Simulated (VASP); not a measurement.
A run of VASP 6.6.1:

The input INCAR:

```
SYSTEM = BN
PREC = Accurate
ENCUT = 600
EDIFF = 1E-7
ISMEAR = 0
SIGMA = 0.02
LREAL = .False.
LASPH = .True.
NELM = 120
ALGO = Normal
ISIF = 3
LWAVE = .False.
LCHARG = .False.
GGA = CA
IBRION = 2
NSW = 100
EDIFFG = -0.002
GGA_COMPAT = .False.
NELMIN = 4
```

The input KPOINTS:

```
regular mesh
0
Gamma
  12 12 12
  0 0 0
```

Contents of POSCAR:

```
BN
1.0
    0.0000000000      1.7905521938      1.7905521938
    1.7905521938      0.0000000000      1.7905521938
    1.7905521938      1.7905521938      0.0000000000
B N
1 1
Direct
    0.0000000000      0.0000000000      0.0000000000
    0.7500000000      0.7500000000      0.7500000000
```

Potentials or basis: VASP PAW LDA potentials, release 64 (B, N).

Launch:

```sh
$ cat potpaw_LDA.64/B/POTCAR potpaw_LDA.64/N/POTCAR > POTCAR
$ mpirun -np 1 vasp_std > vasp.out
```

Hardware: 1 thread of Intel(R) Xeon(R) 6975P-C (Granite Rapids), on a shared host.

Question: How long does it take, and how much memory?

Answer: Run time: 5.2 s on 1 thread of Intel(R) Xeon(R) 6975P-C (Granite Rapids), on a shared host, peak memory 0.12 GiB. Counts: scf iterations 22, k points 72, ion steps 3.
